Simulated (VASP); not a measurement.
A run of VASP 6.6.1 is set up as follows.

Contents of INCAR:

```
PREC = Accurate
ENCUT = 600
EDIFF = 1E-8
ISMEAR = 0
SIGMA = 0.01
LREAL = F
LASPH = T
NELM = 120
ALGO = Normal
ISIF = 2
LWAVE = F
LCHARG = F
GGA = PE
NBANDS = 11
IBRION = 8
NSW = 1
GGA_COMPAT = F
```

File KPOINTS:

```
regular mesh
0
Gamma
  8 8 8
```

File POSCAR:

```
AlN
1.0
    0.0000000000      1.9690000000      1.9690000000
    1.9690000000      0.0000000000      1.9690000000
    1.9690000000      1.9690000000      0.0000000000
Al N
1 1
Direct
    0.0000000000      0.0000000000      0.0000000000
    0.5000000000      0.5000000000      0.5000000000
```

Potentials or basis: VASP PAW PBE potentials, release 64 (Al, N).

Launch:

```console
$ cat potpaw_PBE.64/Al/POTCAR potpaw_PBE.64/N/POTCAR > POTCAR
$ mpirun -np 1 vasp_std > vasp.out
```

Task: Estimate the highest phonon frequency at Γ, LO-TO splitting left out.

Result: 562 cm⁻¹.

Phonon frequencies in cm⁻¹ (negative: imaginary):
```tsv
q point	frequencies
(0.000, 0.000, 0.000)	0 0 0 562 562 562
```

Caveat: the cell stands under pressure or tension, which shifts response properties.
